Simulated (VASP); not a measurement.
Input of a VASP 6.6.1 run:

Contents of INCAR:

```
PREC     = Accurate       # precision mode
ENCUT    = 520            # plane-wave cutoff, eV
EDIFF    = 1E-6           # SCF threshold, eV
ISMEAR   = -1             # smearing method
SIGMA    = 0.02           # smearing width, eV
LREAL    = F              # projectors in reciprocal space
LASPH    = T              # aspherical terms in the spheres
NELM     = 60             # most SCF steps
ALGO     = Normal         # electronic algorithm
ISIF     = 2              # what is computed and relaxed
LWAVE    = F              # write WAVECAR
LCHARG   = T              # write CHGCAR
GGA      = PS             # functional
LELF     = T              # ELF
LVHAR    = T            
NBANDS   = 16             # bands
```

KPOINTS

```
regular mesh
0
Gamma
  6 6 6
```

File POSCAR:

```
CdS
1.0
    0.0000000000      2.9358151324      2.9358151324
    2.9358151324      0.0000000000      2.9358151324
    2.9358151324      2.9358151324      0.0000000000
Cd S
1 1
Direct
    0.0000000000      0.0000000000      0.0000000000
    0.2500000000      0.2500000000      0.2500000000
```

Potentials or basis: VASP PAW PBE potentials, release 64 (Cd, S).

Run with:

```bash
$ cat potpaw_PBE.64/Cd/POTCAR potpaw_PBE.64/S/POTCAR > POTCAR
$ mpirun -np 1 vasp_std > vasp.out
```

Task: Estimate the pressure.

Result: -1.0 GPa.

Task: What does it give for the band gap on the k mesh?

Result: 0.97 eV, direct.

Caveat: the PAW data sets were made with another functional, which shifts forces and pressure a little. Expect the measured gap to be larger: semilocal functionals such as PBEsol lack the derivative discontinuity.
